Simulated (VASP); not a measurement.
# IrC2N2 (P-43m) in VASP: single point with PBE

Aim: the single point of IrC2N2 with PBE.

All numbers are computed with VASP 6.6.1; they aren't measurements. Logs are shortened: lines on timing, memory, paths and dates and some standing lists are left out, and cuts for length are marked.

### 1 The cell of the first run

Symmetry: P-43m, No. 215, cubic system. The conventional cell has a = 5.819 Å, b = 5.819 Å, c = 5.819 Å, α = 90.00°, β = 90.00°, γ = 90.00°. Ir (site symmetry -43m) has 4 C at 1.92 Å within 2.5 Å. Ir (site symmetry -43m) has 4 N at 1.92 Å within 2.6 Å. Within 1.6 Å of C (site symmetry 3m) lie 1 N at 1.20 Å. Within 1.6 Å of N (site symmetry 3m) lie 1 C at 1.20 Å.

### 2 Single point, PBE, collinear spin

INCAR reads:

```
PREC = Accurate
ENCUT = 520
EDIFF = 1E-6
ISMEAR = 0
SIGMA = 0.1
LREAL = False
LASPH = True
NELM = 150
ALGO = Normal
ISIF = 2
LWAVE = False
LCHARG = False
ISPIN = 2
MAGMOM = -0.19 0.42 0 0 0 0 0 0 0 0
LORBIT = 11
LMAXMIX = 4
GGA = PE
NBANDS = 42
```

KPOINTS reads:

```
regular mesh
0
Gamma
  6 6 6
```

POSCAR reads:

```
IrC2N2
1.0
    5.8193832946      0.0000000000      0.0000000000
    0.0000000000      5.8193832946      0.0000000000
    0.0000000000      0.0000000000      5.8193832946
Ir C N
2 4 4
Direct
    0.0000000000      0.0000000000      0.0000000000
    0.5000000000      0.5000000000      0.5000000000
    0.1900866992      0.1900866992      0.1900866992
    0.1900866992      0.8099133008      0.8099133008
    0.8099133008      0.1900866992      0.8099133008
    0.8099133008      0.8099133008      0.1900866992
    0.3090211409      0.3090211409      0.3090211409
    0.3090211409      0.6909788591      0.6909788591
    0.6909788591      0.3090211409      0.6909788591
    0.6909788591      0.6909788591      0.3090211409
```

Potentials or basis: VASP PAW PBE potentials, release 64 (Ir, C, N).

The run is started by

```console
> cat potpaw_PBE.64/Ir/POTCAR potpaw_PBE.64/C/POTCAR potpaw_PBE.64/N/POTCAR > POTCAR
> mpirun -np 1 vasp_std > vasp.out
```

OUTCAR:

```text
PREC = Accurate
   ENCUT = 520
   EDIFF = 1E-6
   ISMEAR = 0
   LREAL = False
   LASPH = True
   NELM = 150
   ISIF = 2
   ISPIN = 2
   LORBIT = 11
   GGA = PE

 ion  position               nearest neighbor table
   1  0.000  0.000  0.000-   3 1.92   4 1.92   5 1.92   6 1.92
   2  0.500  0.500  0.500-   7 1.92   8 1.92   9 1.92  10 1.92
   3  0.190  0.190  0.190-   7 1.20   1 1.92
   4  0.190  0.810  0.810-   8 1.20   1 1.92
   5  0.810  0.190  0.810-   9 1.20   1 1.92
   6  0.810  0.810  0.190-  10 1.20   1 1.92
   7  0.309  0.309  0.309-   3 1.20   2 1.92
   8  0.309  0.691  0.691-   4 1.20   2 1.92
   9  0.691  0.309  0.691-   5 1.20   2 1.92
  10  0.691  0.691  0.309-   6 1.20   2 1.92

  LATTYP: Found a simple cubic cell.
 ALAT       =     5.8193832946

  Lattice vectors:

 A1 = (   5.8193832946,   0.0000000000,   0.0000000000)
 A2 = (   0.0000000000,   5.8193832946,   0.0000000000)
 A3 = (   0.0000000000,   0.0000000000,   5.8193832946)

Analysis of symmetry for initial positions (statically):
=====================================================================
 Subroutine PRICEL returns:
 Original cell was already a primitive cell.

 Routine SETGRP: Setting up the symmetry group for a
 simple cubic supercell.

 Subroutine GETGRP returns: Found 24 space group operations
 (whereof 24 operations were pure point group operations)
 out of a pool of 48 trial point group operations.

The static configuration has the point symmetry T_d .

Analysis of symmetry for dynamics (positions and initial velocities):
=====================================================================
 Subroutine PRICEL returns:
 Original cell was already a primitive cell.

 Routine SETGRP: Setting up the symmetry group for a
 simple cubic supercell.

 Subroutine GETGRP returns: Found 24 space group operations
 (whereof 24 operations were pure point group operations)
 out of a pool of 48 trial point group operations.

The dynamic configuration has the point symmetry T_d .

Analysis of structural, dynamic, and magnetic symmetry:
=====================================================================
 Subroutine PRICEL returns:
 Original cell was already a primitive cell.

 Routine SETGRP: Setting up the symmetry group for a
 simple cubic supercell.

 Subroutine GETGRP returns: Found 24 space group operations
 (whereof 24 operations were pure point group operations)
 out of a pool of 48 trial point group operations.

The overall configuration has the point symmetry T_d .

 Subroutine INISYM returns: Found 24 space group operations
 (whereof 24 operations are pure point group operations),
 and found     1 'primitive' translations

----------------------------------------------------------------------------------------

                                     Primitive cell

  volume of cell :     197.0747

  direct lattice vectors                    reciprocal lattice vectors
     5.819383295  0.000000000  0.000000000     0.171839514  0.000000000  0.000000000
     0.000000000  5.819383295  0.000000000     0.000000000  0.171839514  0.000000000
     0.000000000  0.000000000  5.819383295     0.000000000  0.000000000  0.171839514

  length of vectors
     5.819383295  5.819383295  5.819383295     0.171839514  0.171839514  0.171839514

  position of ions in fractional coordinates (direct lattice)
     0.000000000  0.000000000  0.000000000
     0.500000000  0.500000000  0.500000000
     0.190086699  0.190086699  0.190086699
     0.190086699  0.809913301  0.809913301
     0.809913301  0.190086699  0.809913301
     0.809913301  0.809913301  0.190086699
     0.309021141  0.309021141  0.309021141
     0.309021141  0.690978859  0.690978859
[... 66 lines left out ...]
   total plane-waves  NPLWV = 110592
   dimension x,y,z NGX =    48 NGY =   48 NGZ =   48
   dimension x,y,z NGXF=    96 NGYF=   96 NGZF=   96
   ions per type =               2   4   4
   NGX,Y,Z   is equivalent  to a cutoff of  13.71, 13.71, 13.71 a.u.
   NGXF,Y,Z  is equivalent  to a cutoff of  27.42, 27.42, 27.42 a.u.
 SYSTEM =  unknown system
   PREC   = accura    normal or accurate (medium, high low for compatibility)
   ISTART =      0    job   : 0-new  1-cont  2-samecut
   ICHARG =      2    charge: 1-file 2-atom 10-const
   ISPIN  =      2    spin polarized calculation?
   LNONCOLLINEAR =      F non collinear calculations
   LSORBIT =      F    spin-orbit coupling
   LASPH  =      T    aspherical Exc in radial PAW
   ENCUT  =  520.0 eV  38.22 Ry    6.18 a.u.  10.82 10.82 10.82*2*pi/ulx,y,z
   NELM   =    150;   NELMIN=  2; NELMDL= -5     # of ELM steps
   EDIFF  = 0.1E-05   stopping-criterion for ELM
   LREAL  =      F    real-space projection
   EDIFFG = 0.1E-04   stopping-criterion for IOM
   NSW    =      0    number of steps for IOM
   IBRION =     -1    ionic relax: 0-MD 1-quasi-New 2-CG
   NFREE  =      0    steps in history (QN), initial steepest desc. (CG)
   ISIF   =      2    stress and relaxation
   ISYM   =      2    0-nonsym 1-usesym 2-fastsym
   POTIM  = 0.5000    time-step for ionic-motion
   TEBEG  =    0.0;   TEEND  =   0.0 temperature during run
   PSTRESS=    0.0 pullay stress
   NELECT =      54.0000    total number of electrons
   NUPDOWN=      -1.0000    fix difference up-down
   EMIN   =  10.00;   EMAX   =-10.00  energy-range for DOS
   EFERMI =   0.00;   METHOD = LEGACY
   ISMEAR =     0;   SIGMA  =   0.10  broadening in eV -4-tet -1-fermi 0-gaus
   EFERMI_NEDOS =   21; number of points for ismear=-14 and -15
   IALGO  =     38    algorithm
   IMIX   =      4    mixing-type and parameters
     AMIX     =   0.40;   BMIX     =  1.00
     AMIX_MAG =   1.60;   BMIX_MAG =  1.00
  volume/ion in A,a.u.               =      19.71       132.99
  Fermi-wavevector in a.u.,A,eV,Ry     =   1.063316  2.009376 15.383311  1.130641
  Thomas-Fermi vector in A             =   2.198797
   LORBIT       =     11    0 simple, 1 ext, 2 COOP (PROOUT), +10 PAW based schemes
   GGA     = PE    functional components
   LHFCALC =     F    Hartree Fock is set to
   AEXX    =    0.0000 exact exchange contribution
   IVDW    =     0    specifies the selected vdW correction
   LEPSILON=     F    determine dielectric tensor
   LRPA    =     F    only Hartree local field effects (RPA)
 spin polarized calculation
 Gauss-broadening in eV      SIGMA  =   0.10
  energy-cutoff  :      520.00
  volume of cell :      197.07
 maximum number of plane-waves:      5400
 NGX is ok and might be reduce to    48
   NGX = 21   NGY = 21   NGZ = 21

 number of electron      54.0000006 magnetization      -0.0115367

 number of electron      54.0000006 magnetization       0.0010011

 Free energy of the ion-electron system (eV)
  ---------------------------------------------------
  ext. energy  EPLUGINS =         0.00000000
  ---------------------------------------------------
  free energy    TOTEN  =       -80.02327870 eV

  energy without entropy =      -79.98411927  energy(sigma->0) =      -80.00369898

 E-fermi :   0.1602     XC(G=0):  -7.7356

 val. band max:        0.1500720099   @ k =   0.5000   0.1667   0.0000
 cond. band min:       0.1817690753   @ k =   0.5000   0.3333   0.3333
 fundamental gap:      0.0316970654
 Fermi energy:         0.1601699454

 spin component 1

 k-point     1 :       0.0000    0.0000    0.0000
  band No.  band energies     occupation
      1     -18.2930      1.00000
      2     -18.1101      1.00000
      3     -18.1101      1.00000
      4     -18.1101      1.00000
      5      -9.9486      1.00000
      6      -9.1491      1.00000
[... 829 lines left out ...]
     38       5.7267      0.00000
     39       6.5461      0.00000
 Fermi energy:         0.1601699454

 spin component 2

 k-point     1 :       0.0000    0.0000    0.0000
  band No.  band energies     occupation
      1     -18.2930      1.00000
      2     -18.1100      1.00000
      3     -18.1100      1.00000
      4     -18.1100      1.00000
      5      -9.9485      1.00000
      6      -9.1489      1.00000
[... 829 lines left out ...]
     38       5.7268      0.00000
     39       6.5464      0.00000
 [bands above 39 left out]

------------------------ aborting loop because EDIFF is reached ----------------------------------------

  FORCE on cell =-STRESS in cart. coord.  units (eV):
  Direction    XX          YY          ZZ          XY          YZ          ZX
  --------------------------------------------------------------------------------------
  -------------------------------------------------------------------------------------
  Total        0.5611606      0.5611606      0.5611606      0.0000000     -0.0000000      0.0000000
  in kB        4.5621219      4.5621219      4.5621219      0.0000000     -0.0000000      0.0000000
  external PRESSURE =       4.5621219 kB  Pullay stress =       0.0000000 kB

 VOLUME and BASIS-vectors are now :
 -----------------------------------------------------------------------------
  energy-cutoff  :      520.00
  volume of cell :      197.07
      direct lattice vectors                 reciprocal lattice vectors
     5.819383295  0.000000000  0.000000000     0.171839514  0.000000000  0.000000000
     0.000000000  5.819383295  0.000000000     0.000000000  0.171839514  0.000000000
     0.000000000  0.000000000  5.819383295     0.000000000  0.000000000  0.171839514

 POSITION                                       TOTAL-FORCE (eV/Angst)
 -----------------------------------------------------------------------------------
      0.00000      0.00000      0.00000         0.000000      0.000000      0.000000
      2.90969      2.90969      2.90969         0.000000      0.000000      0.000000
      1.10619      1.10619      1.10619        -0.114910     -0.114910     -0.114910
      1.10619      4.71320      4.71320        -0.114910      0.114910      0.114910
      4.71320      1.10619      4.71320         0.114910     -0.114910      0.114910
      4.71320      4.71320      1.10619         0.114910      0.114910     -0.114910
      1.79831      1.79831      1.79831         0.137850      0.137850      0.137850
      1.79831      4.02107      4.02107         0.137850     -0.137850     -0.137850
      4.02107      1.79831      4.02107        -0.137850      0.137850     -0.137850
      4.02107      4.02107      1.79831        -0.137850     -0.137850      0.137850
 -----------------------------------------------------------------------------------
    total drift:                               -0.000000     -0.000000      0.000000

  FREE ENERGIE OF THE ION-ELECTRON SYSTEM (eV)
  ---------------------------------------------------
  free  energy   TOTEN  =       -80.0232786976 eV

  energy  without entropy=      -79.9841192722  energy(sigma->0) =      -80.00369898

 total charge

# of ion       s       p       d       tot
------------------------------------------
    1        0.768   1.036   7.071   8.875
    2        0.635   0.886   6.931   8.451
    3        0.932   1.613   0.000   2.545
    4        0.932   1.613   0.000   2.545
    5        0.932   1.613   0.000   2.545
    6        0.932   1.613   0.000   2.545
    7        1.277   2.591   0.000   3.868
    8        1.277   2.591   0.000   3.868
    9        1.277   2.591   0.000   3.868
   10        1.277   2.591   0.000   3.868
--------------------------------------------------
tot         10.239  18.740  14.002  42.981

 magnetization (x)

# of ion       s       p       d       tot
------------------------------------------
    1       -0.000  -0.000  -0.000  -0.000
    2        0.000   0.000   0.001   0.001
    3        0.000   0.000   0.000   0.000
    4        0.000   0.000   0.000   0.000
    5        0.000   0.000   0.000   0.000
    6        0.000   0.000   0.000   0.000
    7        0.000   0.000   0.000   0.000
    8        0.000   0.000   0.000   0.000
    9        0.000   0.000   0.000   0.000
   10        0.000   0.000   0.000   0.000
--------------------------------------------------
tot          0.000   0.000   0.001   0.001
```

Wall time 13 min (1 thread of Intel Xeon 8259CL, shared host); peak memory 0.56 GiB.

Results:

```
Free energy                                           : -80.0233 eV
Pressure                                              : 0.5 GPa
Largest force                                         : 0.239 eV/Å
Band gap on the k mesh                                : zero (filled and empty bands overlap)
Net moment                                            : 0.00 μB per cell
Valence electrons inside the program's atomic spheres : Ir 8.88, 8.45; C 2.54; N 3.87
```

Forces on the atoms (eV/Å):
```
Ir   0.000  0.000  0.000
Ir   0.000  0.000  0.000
C   -0.115 -0.115 -0.115
C   -0.115  0.115  0.115
C    0.115 -0.115  0.115
C    0.115  0.115 -0.115
N    0.138  0.138  0.138
N    0.138 -0.138 -0.138
N   -0.138  0.138 -0.138
N   -0.138 -0.138  0.138
```

Levels at points of the mesh, in eV from the Fermi level:
Spin up:
| k point | band 23 | band 24 | band 25 | band 26 | band 27 | band 28 | band 29 | band 30 | band 31 | band 32 |
| --- | --- | --- | --- | --- | --- | --- | --- | --- | --- | --- |
| (0.00, 0.00, 0.00) | -1.05 | -1.05 | -1.05 | -0.89 | -0.89 | 0.35 | 0.35 | 0.35 | 4.12 | 4.12 |
| (0.50, 0.00, 0.00) | -2.33 | -1.74 | -1.16 | -1.16 | 0.24 | 0.28 | 0.69 | 0.69 | 4.30 | 4.30 |
| (0.50, 0.50, 0.00) | -2.32 | -1.68 | -0.97 | -0.97 | 0.23 | 0.31 | 0.51 | 0.51 | 4.35 | 4.35 |
| (0.50, 0.50, 0.50) | -0.77 | -0.77 | -0.76 | -0.76 | -0.76 | 0.27 | 0.27 | 0.27 | 4.03 | 4.03 |
Spin down:
| k point | band 23 | band 24 | band 25 | band 26 | band 27 | band 28 | band 29 | band 30 | band 31 | band 32 |
| --- | --- | --- | --- | --- | --- | --- | --- | --- | --- | --- |
| (0.00, 0.00, 0.00) | -1.05 | -1.05 | -1.05 | -0.89 | -0.89 | 0.35 | 0.35 | 0.35 | 4.12 | 4.12 |
| (0.50, 0.00, 0.00) | -2.33 | -1.74 | -1.16 | -1.16 | 0.24 | 0.28 | 0.69 | 0.69 | 4.30 | 4.30 |
| (0.50, 0.50, 0.00) | -2.32 | -1.68 | -0.97 | -0.97 | 0.23 | 0.31 | 0.51 | 0.51 | 4.35 | 4.35 |
| (0.50, 0.50, 0.50) | -0.77 | -0.77 | -0.76 | -0.76 | -0.76 | 0.27 | 0.27 | 0.27 | 4.03 | 4.03 |

Caveat: spin-orbit coupling is left out, which moves the levels of the heavy elements.
